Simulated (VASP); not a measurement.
Wanted: the native input for a VASP 6.6.1 run.

| Property | Result |
| --- | --- |
| Task | single point |
| Functional | PBE |
| Potentials or basis | VASP PAW PBE potentials, release 64 (Ta_pv, N) |
| Cutoff | 520 eV |
| k mesh | 9 × 9 × 9 |
| Occupations | fermi-dirac, width 0.05 eV |
| Spin | no spin polarisation |
| Dipole correction | no |
| Further INCAR settings | ALGO = Normal; EDIFF = 1e-07; NBANDS = 15 |

The structure of TaN lies in POSCAR:

```
TaN
1.0
    0.0000000000      2.5076418917      2.5076418917
    2.5076418917      0.0000000000      2.5076418917
    2.5076418917      2.5076418917      0.0000000000
Ta N
1 1
Direct
    0.0000000000      0.0000000000      0.0000000000
    0.2500000000      0.2500000000      0.2500000000
```

These files were run (other wordings do the same):

INCAR

```
SYSTEM = TaN
PREC     = Accurate       ! precision mode
ENCUT    = 520            ! plane-wave cutoff, eV
EDIFF    = 1E-7           ! SCF threshold, eV
ISMEAR   = -1             ! smearing method
SIGMA    = 0.05           ! smearing width, eV
LREAL    = .FALSE.        ! projectors in reciprocal space
LASPH    = .TRUE.         ! aspherical terms in the spheres
NELM     = 60             ! most SCF steps
ALGO     = Normal         ! electronic algorithm
ISIF     = 2              ! what is computed and relaxed
LWAVE    = .FALSE.        ! write WAVECAR
LCHARG   = .FALSE.        ! write CHGCAR
GGA      = PE             ! functional
NBANDS   = 15             ! bands
```

KPOINTS

```
regular mesh
0
G
  9 9 9
  0 0 0
```

Potentials or basis: VASP PAW PBE potentials, release 64 (Ta_pv, N).

Command:

```bash
$ cat potpaw_PBE.64/Ta_pv/POTCAR potpaw_PBE.64/N/POTCAR > POTCAR
$ mpirun -np 1 vasp_std > vasp.out
```

It gave:

```
Pressure               : -27.7 GPa
Band gap on the k mesh : zero (band 8 reaches 5.77 eV, above the bottom of band 9 at 5.29 eV)
```

Caveat: spin-orbit coupling is left out, which moves the levels of the heavy elements.

Run time: 19 s on 1 thread of AMD EPYC 7R43 64-Core Processor (Zen 3), on a shared host, peak memory 0.13 GiB.
